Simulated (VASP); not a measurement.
# P in VASP: a series of runs

The runs below take P through single point, with PBE+D3(BJ).

Everything below comes from runs of VASP 6.6.1. Logs are shortened: lines on timing, memory, paths and dates and some standing lists are left out, and cuts for length are marked.

## 1. The cell of the first run

The cell holds a slab with vacuum, 8 atoms: a = 3.296 Å, b = 4.439 Å, c = 21.746 Å, α = 90.00°, β = 90.00°, γ = 90.00°.

## 2. Single point, PBE+D3(BJ) (layers slid over each other)

The input, INCAR:

```
  PREC = Accurate
  ENCUT = 520
  EDIFF = 1E-7
  ISMEAR = 0
  SIGMA = 0.05
  LREAL = False
  LASPH = True
  NELM = 60
  ALGO = Normal
  ISIF = 2
  LWAVE = False
  LCHARG = False
  LDIPOL = True
  IDIPOL = 3
  DIPOL = 0.5 0.5 0.390
  GGA = PE
  IVDW = 12
  NBANDS = 30
```

The input, KPOINTS:

```
Automatic mesh
0
Gamma
  8 6 1
```

The input, POSCAR:

```
P
1.0
    3.2961869629      0.0000000000      0.0000000000
    0.0000000000      4.4391557027      0.0000000000
    0.0000000000      0.0000000000     21.7461973615
P
8
Direct
    0.5000000000      0.9174951453      0.2069327306
    0.0000000000      0.5825048547      0.2069327306
    0.5000000000      0.0825048547      0.3045635322
    0.0000000000      0.4174951453      0.3045635322
    0.5000000000      0.3325048547      0.4751680723
    1.0000000000      0.6674951453      0.4751680723
    0.5000000000      1.1674951453      0.5727988740
    1.0000000000      0.8325048547      0.5727988740
```

Potentials or basis: VASP PAW PBE potentials, release 64 (P).

Command:

```sh
cat potpaw_PBE.64/P/POTCAR > POTCAR
mpirun -np 1 vasp_std > vasp.out
```

OUTCAR:

```text
PREC = Accurate
   ENCUT = 520
   EDIFF = 1E-7
   ISMEAR = 0
   LREAL = False
   LASPH = True
   NELM = 60
   ISIF = 2
   GGA = PE
   IVDW = 12
 IVDW          = 12

 ion  position               nearest neighbor table
   1  0.500  0.917  0.207-   2 2.22   2 2.22   3 2.25
   2  0.000  0.583  0.207-   1 2.22   1 2.22   4 2.25
   3  0.500  0.083  0.305-   4 2.22   4 2.22   1 2.25
   4  0.000  0.417  0.305-   3 2.22   3 2.22   2 2.25
   5  0.500  0.333  0.475-   6 2.22   6 2.22   7 2.25
   6  0.000  0.667  0.475-   5 2.22   5 2.22   8 2.25
   7  0.500  0.167  0.573-   8 2.22   8 2.22   5 2.25
   8  0.000  0.833  0.573-   7 2.22   7 2.22   6 2.25

  LATTYP: Found a simple orthorhombic cell.
 ALAT       =     3.2961869629
 B/A-ratio  =     1.3467548269
 C/A-ratio  =     6.5973798229

  Lattice vectors:

 A1 = (   3.2961869629,   0.0000000000,   0.0000000000)
 A2 = (   0.0000000000,   4.4391557027,   0.0000000000)
 A3 = (   0.0000000000,   0.0000000000,  21.7461973615)

Analysis of symmetry for initial positions (statically):
=====================================================================
 Subroutine PRICEL returns:
 Original cell was already a primitive cell.

 Routine SETGRP: Setting up the symmetry group for a
 simple orthorhombic supercell.

 Subroutine GETGRP returns: Found  4 space group operations
 (whereof  2 operations were pure point group operations)
 out of a pool of  8 trial point group operations.

The static configuration has the point symmetry C_1h.
 The point group associated with its full space group is C_2h.

Analysis of symmetry for dynamics (positions and initial velocities):
=====================================================================
 Subroutine PRICEL returns:
 Original cell was already a primitive cell.

 Routine SETGRP: Setting up the symmetry group for a
 simple orthorhombic supercell.

 Subroutine GETGRP returns: Found  4 space group operations
 (whereof  2 operations were pure point group operations)
 out of a pool of  8 trial point group operations.

The dynamic configuration has the point symmetry C_1h.
 The point group associated with its full space group is C_2h.

 Subroutine INISYM returns: Found  4 space group operations
 (whereof  2 operations are pure point group operations),
 and found     1 'primitive' translations

----------------------------------------------------------------------------------------

                                     Primitive cell

  volume of cell :     318.1966

[... 109 lines left out ...]
   EFERMI =   0.00;   METHOD = LEGACY
   ISMEAR =     0;   SIGMA  =   0.05  broadening in eV -4-tet -1-fermi 0-gaus
   EFERMI_NEDOS =   21; number of points for ismear=-14 and -15
   IALGO  =     38    algorithm
   IMIX   =      4    mixing-type and parameters
     AMIX     =   0.40;   BMIX     =  1.00
     AMIX_MAG =   1.60;   BMIX_MAG =  1.00
  volume/ion in A,a.u.               =      39.77       268.41
  Fermi-wavevector in a.u.,A,eV,Ry     =   0.820093  1.549751  9.150627  0.672552
  Thomas-Fermi vector in A             =   1.931014
   LORBIT       =      0    0 simple, 1 ext, 2 COOP (PROOUT), +10 PAW based schemes
   GGA     = PE    functional components
   LHFCALC =     F    Hartree Fock is set to
   AEXX    =    0.0000 exact exchange contribution
   IVDW    =    12    specifies the selected vdW correction
   LEPSILON=     F    determine dielectric tensor
   LRPA    =     F    only Hartree local field effects (RPA)
 non-spin polarized calculation
 Gauss-broadening in eV      SIGMA  =   0.05
  energy-cutoff  :      520.00
  volume of cell :      318.20
 maximum number of plane-waves:      8606
 NGX is ok and might be reduce to    28
   NGX = 13   NGY = 17   NGZ = 81

 dipolmoment           0.000000      0.000000     -0.000001 electrons x Angstroem

 number of electron      39.9999998 magnetization

 dipolmoment           0.000000      0.000000      0.000000 electrons x Angstroem

 Free energy of the ion-electron system (eV)
  ---------------------------------------------------
  ext. energy  EPLUGINS =         0.00000000
  ---------------------------------------------------
  free energy    TOTEN  =       -42.91871168 eV

  energy without entropy =      -42.91871168  energy(sigma->0) =      -42.91871168

 E-fermi :   0.5205     XC(G=0):  -5.3062

 val. band max:        0.2844531763   @ k =   0.0000   0.0000   0.0000
 cond. band min:       0.8567614401   @ k =   0.0000   0.0000   0.0000
 fundamental gap:      0.5723082638
 Fermi energy:         0.5204654339

 k-point     1 :       0.0000    0.0000    0.0000
  band No.  band energies     occupation
      1     -14.8395      2.00000
      2     -14.7998      2.00000
      3     -12.2651      2.00000
      4     -12.1547      2.00000
      5      -8.6951      2.00000
      6      -8.6913      2.00000
[... 649 lines left out ...]
     29       5.8059      0.00000
     30       5.8059      0.00000

------------------------ aborting loop because EDIFF is reached ----------------------------------------

 vacuum level on the upper side and lower side of the slab       (xc-potential included)        -0.074        -0.073

 Edisp (eV)   -2.28217

 E8    (eV) :    -0.8934

  FORCE on cell =-STRESS in cart. coord.  units (eV):
  Direction    XX          YY          ZZ          XY          YZ          ZX
  --------------------------------------------------------------------------------------
  -------------------------------------------------------------------------------------
  Total      -0.63374    -0.65596    -1.17857     0.00000     0.08837     0.00000
  in kB      -3.19098    -3.30289    -5.93433     0.00000     0.44495     0.00000
  external pressure =       -4.14 kB  Pullay stress =        0.00 kB

 VOLUME and BASIS-vectors are now :
 -----------------------------------------------------------------------------
  energy-cutoff  :      520.00
  volume of cell :      318.20
      direct lattice vectors                 reciprocal lattice vectors
     3.296186963  0.000000000  0.000000000     0.303380849  0.000000000  0.000000000
     0.000000000  4.439155703  0.000000000     0.000000000  0.225268062  0.000000000
     0.000000000  0.000000000 21.746197361     0.000000000  0.000000000  0.045985051

 POSITION                                       TOTAL-FORCE (eV/Angst)
 -----------------------------------------------------------------------------------
      1.64809      4.07290      4.50000         0.000000     -0.021173      0.015221
      0.00000      2.58583      4.50000         0.000000      0.041142      0.071423
      1.64809      0.36625      6.62310         0.000000     -0.020333      0.048056
      0.00000      1.85333      6.62310         0.000000     -0.046474      0.069900
      1.64809      1.47604     10.33310         0.000000      0.046474     -0.069900
      0.00000      2.96311     10.33310         0.000000      0.020333     -0.048056
      1.64809      0.74354     12.45620         0.000000     -0.041142     -0.071423
      0.00000      3.69562     12.45620         0.000000      0.021173     -0.015221
 -----------------------------------------------------------------------------------
    total drift:                               -0.000000     -0.000000      0.000038

  FREE ENERGIE OF THE ION-ELECTRON SYSTEM (eV)
  ---------------------------------------------------
  free  energy   TOTEN  =       -45.2008805209 eV

  energy  without entropy=      -45.2008805209  energy(sigma->0) =      -45.20088052

 vacuum level on the upper side and lower side of the slab         5.186         5.187
```

OSZICAR:

```text
N       E                     dE             d eps       ncg     rms          rms(c)
DAV:   1     0.230078241372E+03    0.23008E+03   -0.14731E+04  1200   0.104E+03
DAV:   2    -0.184863013623E+02   -0.24856E+03   -0.24063E+03  1660   0.188E+02
DAV:   3    -0.425127747623E+02   -0.24026E+02   -0.23746E+02  1416   0.621E+01
[... 16 lines left out ...]
DAV:  20    -0.429187099923E+02   -0.47997E-05   -0.18952E-07  1178   0.117E-03    0.170E-03
DAV:  21    -0.429187113343E+02   -0.13420E-05   -0.53572E-08  1120   0.707E-04    0.149E-04
DAV:  22    -0.429187115169E+02   -0.18256E-06   -0.65181E-09  1074   0.322E-04    0.123E-04
DAV:  23    -0.429187116723E+02   -0.15547E-06   -0.46492E-09   978   0.211E-04    0.775E-05
DAV:  24    -0.429187116815E+02   -0.91895E-08   -0.51333E-10   906   0.978E-05
   1 F= -.45200881E+02 E0= -.45200881E+02  d E =-.142372E-12
```

stdout:

```text
POSCAR found type information on POSCAR P
 POSCAR found :  1 types and       8 ions
 scaLAPACK will be used
 LDA part: xc-table for (Slater+PW92), standard interpolation
 POSCAR, INCAR and KPOINTS ok, starting setup
 FFT: planning ... GRIDC
 FFT: planning ... GRID_SOFT
 FFT: planning ... GRID
 WAVECAR not read
 entering main loop
```

Run time: 10 min. Hardware: 1 thread of Intel Xeon 8259CL, shared host; peak memory 0.45 GiB.

Results:

- Free energy: -45.2009 eV
- Largest force: 0.084 eV/Å
- Band gap on the k mesh: 0.57 eV
- Dispersion energy per atom: -0.285 eV

Forces on the atoms (eV/Å):
```
P    0.000 -0.021  0.015
P    0.000  0.041  0.071
P    0.000 -0.020  0.048
P    0.000 -0.046  0.070
P    0.000  0.046 -0.070
P    0.000  0.020 -0.048
P    0.000 -0.041 -0.071
P    0.000  0.021 -0.015
```

Caveat: the cell differs from its parent crystal (layers slid over each other); semilocal functionals underestimate gaps, and a narrow one can read as zero.

## 3. Single point, PBE+D3(BJ) (layers slid over each other)

The input, INCAR:

```
PREC = Accurate
ENCUT = 520
EDIFF = 1E-6
ISMEAR = 0
SIGMA = 0.05
LREAL = F
LASPH = T
NELM = 80
ALGO = Normal
ISIF = 2
LWAVE = F
LCHARG = F
LDIPOL = T
IDIPOL = 3
DIPOL = 0.5 0.5 0.390
GGA = PE
IVDW = 12
NBANDS = 30
```

The input, KPOINTS:

```
regular mesh
0
Gamma
  8 6 1
```

The input, POSCAR:

```
P
1.0
    3.2961869629      0.0000000000      0.0000000000
    0.0000000000      4.4391557027      0.0000000000
    0.0000000000      0.0000000000     21.7461973615
P
8
Direct
    0.5000000000      0.9174951453      0.2069327306
    0.0000000000      0.5825048547      0.2069327306
    0.5000000000      0.0825048547      0.3045635322
    0.0000000000      0.4174951453      0.3045635322
    0.5000000000      0.4575048547      0.4751680723
    1.0000000000      0.7924951453      0.4751680723
    0.5000000000      1.2924951453      0.5727988740
    1.0000000000      0.9575048547      0.5727988740
```

Potentials or basis: VASP PAW PBE potentials, release 64 (P).

Command:

```sh
cat potpaw_PBE.64/P/POTCAR > POTCAR
mpirun -np 1 vasp_std > vasp.out
```

OUTCAR:

```text
PREC = Accurate
   ENCUT = 520
   EDIFF = 1E-6
   ISMEAR = 0
   LREAL = F
   LASPH = T
   NELM = 80
   ISIF = 2
   GGA = PE
   IVDW = 12
 IVDW          = 12

 ion  position               nearest neighbor table
   1  0.500  0.917  0.207-   2 2.22   2 2.22   3 2.25
   2  0.000  0.583  0.207-   1 2.22   1 2.22   4 2.25
   3  0.500  0.083  0.305-   4 2.22   4 2.22   1 2.25
   4  0.000  0.417  0.305-   3 2.22   3 2.22   2 2.25
   5  0.500  0.458  0.475-   6 2.22   6 2.22   7 2.25
   6  0.000  0.792  0.475-   5 2.22   5 2.22   8 2.25
   7  0.500  0.292  0.573-   8 2.22   8 2.22   5 2.25
   8  0.000  0.958  0.573-   7 2.22   7 2.22   6 2.25

  LATTYP: Found a simple orthorhombic cell.
 ALAT       =     3.2961869629
 B/A-ratio  =     1.3467548269
 C/A-ratio  =     6.5973798229

  Lattice vectors:

 A1 = (   3.2961869629,   0.0000000000,   0.0000000000)
 A2 = (   0.0000000000,   4.4391557027,   0.0000000000)
 A3 = (   0.0000000000,   0.0000000000,  21.7461973615)

Analysis of symmetry for initial positions (statically):
=====================================================================
 Subroutine PRICEL returns:
 Original cell was already a primitive cell.

 Routine SETGRP: Setting up the symmetry group for a
 simple orthorhombic supercell.

 Subroutine GETGRP returns: Found  4 space group operations
 (whereof  2 operations were pure point group operations)
 out of a pool of  8 trial point group operations.

The static configuration has the point symmetry C_1h.
 The point group associated with its full space group is C_2h.

Analysis of symmetry for dynamics (positions and initial velocities):
=====================================================================
 Subroutine PRICEL returns:
 Original cell was already a primitive cell.

 Routine SETGRP: Setting up the symmetry group for a
 simple orthorhombic supercell.

 Subroutine GETGRP returns: Found  4 space group operations
 (whereof  2 operations were pure point group operations)
 out of a pool of  8 trial point group operations.
[... 141 lines left out ...]
 Gauss-broadening in eV      SIGMA  =   0.05
  energy-cutoff  :      520.00
  volume of cell :      318.20
 maximum number of plane-waves:      8606
 NGX is ok and might be reduce to    28
   NGX = 13   NGY = 17   NGZ = 81

 dipolmoment           0.000000      0.000000      0.000021 electrons x Angstroem

 number of electron      39.9999998 magnetization

 dipolmoment           0.000000      0.000000     -0.000001 electrons x Angstroem

 Free energy of the ion-electron system (eV)
  ---------------------------------------------------
  ext. energy  EPLUGINS =         0.00000000
  ---------------------------------------------------
  free energy    TOTEN  =       -42.93510029 eV

  energy without entropy =      -42.93510029  energy(sigma->0) =      -42.93510029

 E-fermi :   0.6620     XC(G=0):  -5.3112

 val. band max:        0.4267991228   @ k =   0.0000   0.0000   0.0000
 cond. band min:       0.9179544447   @ k =   0.0000   0.0000   0.0000
 fundamental gap:      0.4911553220
 Fermi energy:         0.6619679236

 k-point     1 :       0.0000    0.0000    0.0000
  band No.  band energies     occupation
      1     -14.8365      2.00000
      2     -14.8002      2.00000
      3     -12.2562      2.00000
      4     -12.1577      2.00000
      5      -8.6992      2.00000
      6      -8.6862      2.00000
[... 649 lines left out ...]
     29       5.8354      0.00000
     30       5.8356      0.00000

------------------------ aborting loop because EDIFF is reached ----------------------------------------

 vacuum level on the upper side and lower side of the slab       (xc-potential included)        -0.130        -0.131

 Edisp (eV)   -2.28212

 E8    (eV) :    -0.8933

  FORCE on cell =-STRESS in cart. coord.  units (eV):
  Direction    XX          YY          ZZ          XY          YZ          ZX
  --------------------------------------------------------------------------------------
  -------------------------------------------------------------------------------------
  Total      -0.58886    -0.68562    -1.36401     0.00000    -0.00669     0.00000
  in kB      -2.96502    -3.45220    -6.86801     0.00000    -0.03369     0.00000
  external pressure =       -4.43 kB  Pullay stress =        0.00 kB

 VOLUME and BASIS-vectors are now :
 -----------------------------------------------------------------------------
  energy-cutoff  :      520.00
  volume of cell :      318.20
      direct lattice vectors                 reciprocal lattice vectors
     3.296186963  0.000000000  0.000000000     0.303380849  0.000000000  0.000000000
     0.000000000  4.439155703  0.000000000     0.000000000  0.225268062  0.000000000
     0.000000000  0.000000000 21.746197361     0.000000000  0.000000000  0.045985051

 POSITION                                       TOTAL-FORCE (eV/Angst)
 -----------------------------------------------------------------------------------
      1.64809      4.07290      4.50000         0.000000     -0.023832      0.036238
      0.00000      2.58583      4.50000         0.000000      0.037121      0.059474
      1.64809      0.36625      6.62310         0.000000     -0.000425      0.076813
      0.00000      1.85333      6.62310         0.000000     -0.026372      0.071595
      1.64809      2.03094     10.33310         0.000000      0.026372     -0.071595
      0.00000      3.51801     10.33310         0.000000      0.000425     -0.076813
      1.64809      1.29843     12.45620         0.000000     -0.037121     -0.059474
      0.00000      4.25051     12.45620         0.000000      0.023832     -0.036238
 -----------------------------------------------------------------------------------
    total drift:                               -0.000000      0.000000      0.000013

  FREE ENERGIE OF THE ION-ELECTRON SYSTEM (eV)
  ---------------------------------------------------
  free  energy   TOTEN  =       -45.2172242988 eV

  energy  without entropy=      -45.2172242988  energy(sigma->0) =      -45.21722430

 vacuum level on the upper side and lower side of the slab         5.164         5.163
```

OSZICAR:

```text
N       E                     dE             d eps       ncg     rms          rms(c)
DAV:   1     0.230138891102E+03    0.23014E+03   -0.14729E+04  1200   0.104E+03
DAV:   2    -0.185619546030E+02   -0.24870E+03   -0.24106E+03  1672   0.189E+02
DAV:   3    -0.425534394713E+02   -0.23991E+02   -0.23712E+02  1440   0.619E+01
[... 14 lines left out ...]
DAV:  18    -0.429350849443E+02   -0.45149E-04   -0.24543E-06  1256   0.415E-03    0.294E-03
DAV:  19    -0.429350948414E+02   -0.98970E-05   -0.49629E-07  1142   0.195E-03    0.319E-03
DAV:  20    -0.429350988705E+02   -0.40291E-05   -0.17669E-07  1056   0.114E-03    0.134E-03
DAV:  21    -0.429351001607E+02   -0.12903E-05   -0.55926E-08   986   0.716E-04    0.156E-04
DAV:  22    -0.429351002881E+02   -0.12734E-06   -0.74574E-09   906   0.347E-04
   1 F= -.45217224E+02 E0= -.45217224E+02  d E =-.147575E-12
```

Run time: 2.7 min. Hardware: 1 thread of Intel Xeon 6975P-C (Granite Rapids), shared host; peak memory 0.42 GiB.

What came out:

```
Free energy                : -45.2172 eV
Largest force              : 0.077 eV/Å
Band gap on the k mesh     : 0.49 eV
Dispersion energy per atom : -0.285 eV
```

Forces in eV/Å, atoms in the order of the input:
```
P    0.000 -0.024  0.036
P    0.000  0.037  0.059
P    0.000  0.000  0.077
P    0.000 -0.026  0.072
P    0.000  0.026 -0.072
P    0.000  0.000 -0.077
P    0.000 -0.037 -0.059
P    0.000  0.024 -0.036
```

Levels at points of the mesh, in eV from the valence-band top:
```
           k point  band 16  band 17  band 18  band 19  band 20  band 21  band 22  band 23  band 24  band 25
(0.00, 0.00, 0.00)    -1.88    -1.84    -1.79    -0.25     0.00     0.49     1.04     1.44     1.51     2.60
(0.50, 0.00, 0.00)    -2.83    -2.27    -2.27    -2.01    -2.01     1.15     1.15     1.23     1.23     1.81
(0.00, 0.50, 0.00)    -2.64    -1.22    -1.16    -1.10    -1.03     1.96     1.97     2.04     2.05     3.19
(0.50, 0.50, 0.00)    -4.93    -1.52    -1.52    -1.34    -1.34     2.18     2.18     2.46     2.46     4.16
```

Caveat: the cell differs from its parent crystal (layers slid over each other); semilocal functionals underestimate gaps, and a narrow one can read as zero.
